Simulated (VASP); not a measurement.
# Ta (Im-3m) in VASP: a series of runs, part 2 of 2

VASP 6.6.1.

**3. Single point, r2SCAN**

POSCAR reads:

```
Ta
1.0
   -1.6533592789      1.6533592789      1.6533592789
    1.6533592789     -1.6533592789      1.6533592789
    1.6533592789      1.6533592789     -1.6533592789
Ta
1
Direct
    0.0000000000      0.0000000000      0.0000000000
```

INCAR.step1 reads:

```
PREC = Accurate ; ENCUT = 520
ISMEAR = 0 ; SIGMA = 0.1
LREAL = F ; LASPH = T
NELM = 80 ; NBANDS = 12
GGA = PE ; ALGO = Normal
EDIFF = 1E-4 ; LWAVE = T
LCHARG = F
```

INCAR.step2 reads:

```
PREC = Accurate ; ENCUT = 520
EDIFF = 1E-7 ; ISMEAR = 0
SIGMA = 0.1 ; LREAL = F
LASPH = T ; NELM = 80
ALGO = Normal ; ISIF = 2
LWAVE = F ; LCHARG = F
METAGGA = R2SCAN ; LMIXTAU = T
NBANDS = 12 ; ISTART = 1
```

KPOINTS reads:

```
regular mesh
0
Gamma
  13 13 13
```

Potentials or basis: VASP PAW PBE potentials, release 64 (Ta_pv).

Launch:

```console
> cat potpaw_PBE.64/Ta_pv/POTCAR > POTCAR
> cp INCAR.step1 INCAR
> mpirun -np 1 vasp_std > vasp.out
> cp INCAR.step2 INCAR
> mpirun -np 1 vasp_std > vasp.out
```

OUTCAR:

```text
PREC = Accurate
   ENCUT = 520
   EDIFF = 1E-7
   ISMEAR = 0
   LREAL = F
   LASPH = T
   NELM = 80
   ISIF = 2
   METAGGA = R2SCAN
   ISTART = 1

 ion  position               nearest neighbor table
   1  0.000  0.000  0.000-

  LATTYP: Found a body centered cubic cell.
 ALAT       =     3.3067185578

  Lattice vectors:

 A1 = (  -1.6533592789,   1.6533592789,   1.6533592789)
 A2 = (   1.6533592789,  -1.6533592789,   1.6533592789)
 A3 = (   1.6533592789,   1.6533592789,  -1.6533592789)

Analysis of symmetry for initial positions (statically):
=====================================================================
 Subroutine PRICEL returns:
 Original cell was already a primitive cell.

 Routine SETGRP: Setting up the symmetry group for a
 body centered cubic supercell.

 Subroutine GETGRP returns: Found 48 space group operations
 (whereof 48 operations were pure point group operations)
 out of a pool of 48 trial point group operations.

The static configuration has the point symmetry O_h .

Analysis of symmetry for dynamics (positions and initial velocities):
=====================================================================
 Subroutine PRICEL returns:
 Original cell was already a primitive cell.

 Routine SETGRP: Setting up the symmetry group for a
 body centered cubic supercell.

 Subroutine GETGRP returns: Found 48 space group operations
 (whereof 48 operations were pure point group operations)
 out of a pool of 48 trial point group operations.

The dynamic configuration has the point symmetry O_h .

 Subroutine INISYM returns: Found 48 space group operations
 (whereof 48 operations are pure point group operations),
 and found     1 'primitive' translations

----------------------------------------------------------------------------------------

[... 114 lines left out ...]
   LORBIT       =      0    0 simple, 1 ext, 2 COOP (PROOUT), +10 PAW based schemes
   METAGGA = R2SCAN    functional components
   LHFCALC =     F    Hartree Fock is set to
   AEXX    =    0.0000 exact exchange contribution
   IVDW    =     0    specifies the selected vdW correction
   LEPSILON=     F    determine dielectric tensor
   LRPA    =     F    only Hartree local field effects (RPA)
 non-spin polarized calculation
 Gauss-broadening in eV      SIGMA  =   0.10
  energy-cutoff  :      520.00
  volume of cell :       18.08
 maximum number of plane-waves:       496
 NGX is ok and might be reduce to    24
   NGX = 11   NGY = 11   NGZ = 11

 number of electron      11.0000002 magnetization

 Free energy of the ion-electron system (eV)
  ---------------------------------------------------
  ext. energy  EPLUGINS =         0.00000000
  ---------------------------------------------------
  free energy    TOTEN  =       -48.58457887 eV

  energy without entropy =      -48.57859483  energy(sigma->0) =      -48.58158685

 E-fermi :   5.2757     XC(G=0): -13.7506

 val. band max:        5.2671733183   @ k =  -0.3846   0.4615   0.1538
 cond. band min:       5.3213037697   @ k =  -0.3846   0.3846   0.0769
 fundamental gap:      0.0541304514
 Fermi energy:         5.2757190474

 k-point     1 :       0.0000    0.0000    0.0000
  band No.  band energies     occupation
      1     -28.9453      2.00000
      2     -28.9453      2.00000
      3     -28.9452      2.00000
      4      -3.0205      2.00000
      5       6.1342      0.00000
      6       6.1342      0.00000
      7       6.1342      0.00000
      8       9.6135      0.00000
      9       9.6135      0.00000
     10      17.3808      0.00000
     11      21.0547      0.00000
     12      21.0547      0.00000
[... 331 lines left out ...]
 k-point    24 :       0.2308    0.0769    0.0769
  band No.  band energies     occupation
      1     -29.8214      2.00000
      2     -29.2115      2.00000
      3     -29.0126      2.00000
      4       0.6214      2.00000
      5       4.1934      2.00000
      6       4.5869      2.00000
      7       9.3855      0.00000
      8      10.0413      0.00000
      9      11.0857      0.00000
     10      17.3790      0.00000
     11      20.6887      0.00000
     12      20.8889      0.00000

 [... further k-points ...]

------------------------ aborting loop because EDIFF is reached ----------------------------------------

  FORCE on cell =-STRESS in cart. coord.  units (eV):
  Direction    XX          YY          ZZ          XY          YZ          ZX
  --------------------------------------------------------------------------------------
  -------------------------------------------------------------------------------------
  Total        0.0775894      0.0775894      0.0775894      0.0000000     -0.0000000     -0.0000000
  in kB        6.8762415      6.8762415      6.8762415      0.0000000     -0.0000000     -0.0000000
  external PRESSURE =       6.8762415 kB  Pullay stress =       0.0000000 kB

 VOLUME and BASIS-vectors are now :
 -----------------------------------------------------------------------------
  energy-cutoff  :      520.00
  volume of cell :       18.08
      direct lattice vectors                 reciprocal lattice vectors
    -1.653359279  1.653359279  1.653359279     0.000000000  0.302414609  0.302414609
     1.653359279 -1.653359279  1.653359279     0.302414609  0.000000000  0.302414609
     1.653359279  1.653359279 -1.653359279     0.302414609  0.302414609  0.000000000

 POSITION                                       TOTAL-FORCE (eV/Angst)
 -----------------------------------------------------------------------------------
      0.00000      0.00000      0.00000        -0.000000     -0.000000      0.000000
 -----------------------------------------------------------------------------------
    total drift:                                0.000000     -0.000000      0.000000

  FREE ENERGIE OF THE ION-ELECTRON SYSTEM (eV)
  ---------------------------------------------------
  free  energy   TOTEN  =       -48.5845788703 eV

  energy  without entropy=      -48.5785948270  energy(sigma->0) =      -48.58158685
```

OUTCAR.step1:

```text
PREC = Accurate
   ENCUT = 520
   ISMEAR = 0
   LREAL = F
   LASPH = T
[... 576 lines left out ...]

 POSITION                                       TOTAL-FORCE (eV/Angst)
 -----------------------------------------------------------------------------------
      0.00000      0.00000      0.00000         0.000000     -0.000000      0.000000
 -----------------------------------------------------------------------------------
    total drift:                                0.000000      0.000000      0.000000

  FREE ENERGIE OF THE ION-ELECTRON SYSTEM (eV)
  ---------------------------------------------------
  free  energy   TOTEN  =       -11.8136677096 eV

  energy  without entropy=      -11.8059953982  energy(sigma->0) =      -11.80983155
```

OSZICAR.step1:

```text
N       E                     dE             d eps       ncg     rms          rms(c)
DAV:   1     0.614042973646E+02    0.61404E+02   -0.61084E+03  2016   0.875E+02
DAV:   2    -0.112382153311E+02   -0.72643E+02   -0.70524E+02  2200   0.242E+02
DAV:   3    -0.122763401722E+02   -0.10381E+01   -0.10320E+01  2464   0.277E+01
DAV:   4    -0.122788899205E+02   -0.25497E-02   -0.25496E-02  2220   0.153E+00
DAV:   5    -0.122788982258E+02   -0.83052E-05   -0.83060E-05  2348   0.832E-02    0.134E+01
DAV:   6    -0.119234367779E+02    0.35546E+00   -0.28610E-01  2376   0.578E+00    0.651E+00
DAV:   7    -0.118144386297E+02    0.10900E+00   -0.25624E-01  2340   0.512E+00    0.378E-01
DAV:   8    -0.118136629794E+02    0.77565E-03   -0.81073E-03  2200   0.695E-01    0.107E-01
DAV:   9    -0.118136677096E+02   -0.47302E-05   -0.66322E-05  1696   0.899E-02
   1 F= -.11813668E+02 E0= -.11809832E+02  d E =-.767231E-02
```

Wall time 53 s (1 thread of AMD EPYC 9R45 (Zen 5), shared host); peak memory 0.12 GiB.

What came out:

```yaml
Free_energy: -48.5846 eV
Pressure: 0.7 GPa
Band_gap_on_the_k_mesh: zero (an odd number of electrons rules out a gap without spin polarisation)
```

Caveat: the PAW data sets were made with another functional, which shifts forces and pressure a little; spin-orbit coupling is left out, which moves the levels of the heavy elements.
